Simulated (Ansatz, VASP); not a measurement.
# GaAs: VASP beside Ansatz

Contents of INCAR:

```
SYSTEM = GaAs
PREC = Accurate ; ENCUT = 520
EDIFF = 1E-6 ; ISMEAR = 0
SIGMA = 0.05 ; LREAL = .FALSE.
LASPH = .TRUE. ; NELM = 80
ALGO = Normal ; ISIF = 2
LWAVE = .FALSE. ; LCHARG = .FALSE.
GGA = PE ; NBANDS = 66
```

File KPOINTS:

```
Automatic mesh
0
G
  9 6 1
  0 0 0
```

File POSCAR:

```
GaAs
1.0
    4.0626003765      0.0000000000      0.0000000000
    0.0000000000      5.7453845509      0.0000000000
    0.0000000000      0.0000000000     25.1565009412
Ga As
6 6
Direct
    0.5000000000      0.5000000000      0.2981336720
    0.0000000000      0.0000000000      0.3788802032
    0.5000000000      0.5000000000      0.4596267344
    0.0000000000      0.0000000000      0.5403732656
    0.5000000000      0.5000000000      0.6211197968
    0.0000000000      0.0000000000      0.7018663280
    0.0000000000      0.2500000000      0.2981336720
    0.5000000000      0.7500000000      0.3788802032
    0.0000000000      0.2500000000      0.4596267344
    0.5000000000      0.7500000000      0.5403732656
    0.0000000000      0.2500000000      0.6211197968
    0.5000000000      0.7500000000      0.7018663280
```

Input for Ansatz:

```yaml
crystal:
  lattice:
    - [4.0626003765, 0.0, 0.0]
    - [0.0, 5.7453845509, 0.0]
    - [0.0, 0.0, 25.1565009412]
  atoms:
    - { symbol: Ga, position: [0.5, 0.5, 0.298133672] }
    - { symbol: As, position: [0.0, 0.25, 0.298133672] }
    - { symbol: Ga, position: [0.0, 0.0, 0.3788802032] }
    - { symbol: As, position: [0.5, 0.75, 0.3788802032] }
    - { symbol: Ga, position: [0.5, 0.5, 0.4596267344] }
    - { symbol: As, position: [0.0, 0.25, 0.4596267344] }
    - { symbol: Ga, position: [0.0, 0.0, 0.5403732656] }
    - { symbol: As, position: [0.5, 0.75, 0.5403732656] }
    - { symbol: Ga, position: [0.5, 0.5, 0.6211197968] }
    - { symbol: As, position: [0.0, 0.25, 0.6211197968] }
    - { symbol: Ga, position: [0.0, 0.0, 0.701866328] }
    - { symbol: As, position: [0.5, 0.75, 0.701866328] }
basis:
  ecutwfc: 420
kpoints:
  mp_grid: { grid: [9, 6, 1] }
hamiltonian:
  xc: pbe
scf:
  occupations: { method: gaussian, width: 0.05 }
output:
  forces: true
  stress: true
  eigenvalues: true
```

Alike in both runs: task single point; functional PBE; k mesh 9 × 6 × 1; occupations gaussian, width 0.05 eV; no spin polarisation.

|  | VASP | Ansatz |
| --- | --- | --- |
| version | VASP 6.6.1 | Ansatz 0.2.0 |
| potentials or method | VASP PAW PBE potentials, release 64 (Ga_d, As), cutoff 520 eV | scalar-relativistic, plane waves, PAW |
| valence electrons in the cell | 108 | 168 |

Ansatz gave:

* gap on the k mesh at the Fermi level (eV): 0.41
* least direct gap on the mesh (eV): 0.41
* rms of the force components (eV/Å): 0.513

Task: Which values does VASP return?

Result: gap on the k mesh at the Fermi level (eV): 0.41; least direct gap on the mesh (eV): 0.41; rms of the force components (eV/Å): 0.511.

VASP's potentials hold 108 valence electrons a cell and Ansatz's 168, so a difference there can come from the potentials and not from the codes.
